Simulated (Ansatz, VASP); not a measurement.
**CuPd2O4 in VASP and in Ansatz**

POSCAR

```
CuPd2O4
1.0
    0.0000000000      3.5126740000      0.0000000000
    3.5126740000      0.0000000000      0.0000000000
    1.7563370000      1.7563370000     -5.4272230000
O Cu Pd
4 1 2
Direct
    0.5000000000      0.0000000000      0.0000000000
    0.0000000000      0.5000000000      0.0000000000
    0.7500000000      0.2500000000      0.5000000000
    0.2500000000      0.7500000000      0.5000000000
    0.0000000000      0.0000000000      0.0000000000
    0.3531000000      0.3531000000      0.2938000000
    0.6469000000      0.6469000000      0.7062000000
```

INCAR.step1

```
PREC = Accurate ; ENCUT = 520
ISMEAR = 0 ; SIGMA = 0.1168
LREAL = F ; LASPH = T
NELM = 100 ; NBANDS = 36
GGA = PE ; ALGO = Normal
EDIFF = 1E-4 ; LWAVE = T
LCHARG = F
```

File INCAR.step2:

```
PREC = Accurate ; ENCUT = 520
EDIFF = 1E-7 ; ISMEAR = 0
SIGMA = 0.1168 ; LREAL = F
LASPH = T ; NELM = 100
ALGO = Normal ; ISIF = 2
LWAVE = F ; LCHARG = F
METAGGA = R2SCAN ; LMIXTAU = T
NBANDS = 36 ; ISTART = 1
```

File KPOINTS:

```
Automatic mesh
0
Gamma
  9 9 9
```

Input for Ansatz:

```yaml
crystal:
  lattice:
    - [0.0, 3.512674, 0.0]
    - [3.512674, 0.0, 0.0]
    - [1.756337, 1.756337, -5.427223]
  atoms:
    - { symbol: O, position: [0.5, 0.0, 0.0] }
    - { symbol: O, position: [0.0, 0.5, 0.0] }
    - { symbol: O, position: [0.75, 0.25, 0.5] }
    - { symbol: O, position: [0.25, 0.75, 0.5] }
    - { symbol: Cu, position: [0.0, 0.0, 0.0] }
    - { symbol: Pd, position: [0.3531, 0.3531, 0.2938] }
    - { symbol: Pd, position: [0.6469, 0.6469, 0.7062] }
  symmetry: { tolerance: 0.0003 }
kpoints:
  mp_grid: { grid: [9, 9, 9], shift: [0, 0, 0] }
  band_path:
    path:
      - [0.0, 0.0, 0.0]
      - [0.5, 0.5, 0.5]
      - [0.5, 0.5, 0.25]
      - [0.0, 0.5, 0.0]
      - [0.0, 0.0, 0.0]
      - [0.0, 0.0, -0.5]
      - [0.0, 0.44763629, -0.27618185]
      - [0.0, 0.55236371, 0.27618185]
      - [0.0, 0.0, 0.0]
      - [0.5, 0.5, 0.5]
      - [0.44763629, 0.55236371, 0.5]
    npoints: 7
magnetization:
  spin_polarized: false
scf:
  occupations: { method: gaussian, width: 0.1168 }
  lower_state_search: "off"
  max_iter: 200
hamiltonian:
  pseudopotentials: { kind: paw }
  xc: r2scan
basis:
  ecutwfc: 500
  fft_grid_basis: typed
output:
  forces: true
  stress: true
  eigenvalues: true
  bader: true
  populations: true
  elf: true
  write_potential: true
  volumetric_format: npy
  dos:
    e_range: [-12, 8]
    de: 0.05
    projected: { site_lists: { Cu: [Cu], O: [O], Pd: [Pd] } }
  write_density: true
checkpoint:
  read: saved_state
```

Alike in both runs: task single point; functional r2SCAN; k mesh 9 × 9 × 9; occupations gaussian, width 0.1168 eV; no spin polarisation.

|  | VASP | Ansatz |
| --- | --- | --- |
| version | VASP 6.6.1 | Ansatz 0.2.0 |
| potentials or method | VASP PAW PBE potentials, release 64 (O, Cu, Pd), cutoff 520 eV | PAW plane waves |
| valence electrons in the cell | 55 | 79 |

|  | VASP | Ansatz | Ansatz less VASP |
| --- | --- | --- | --- |
| rms of the force components (eV/Å) | 0.137 | 0.122 | -0.0151 |

VASP's potentials were made for PBE, not for r2SCAN. Atom by atom the forces differ by 0.015 eV/Å (rms over components). With one functional, cell and mesh, what is left measures potentials, basis and numerics. VASP's potentials hold 55 valence electrons a cell and Ansatz's 79, so a difference there can come from the potentials and not from the codes.
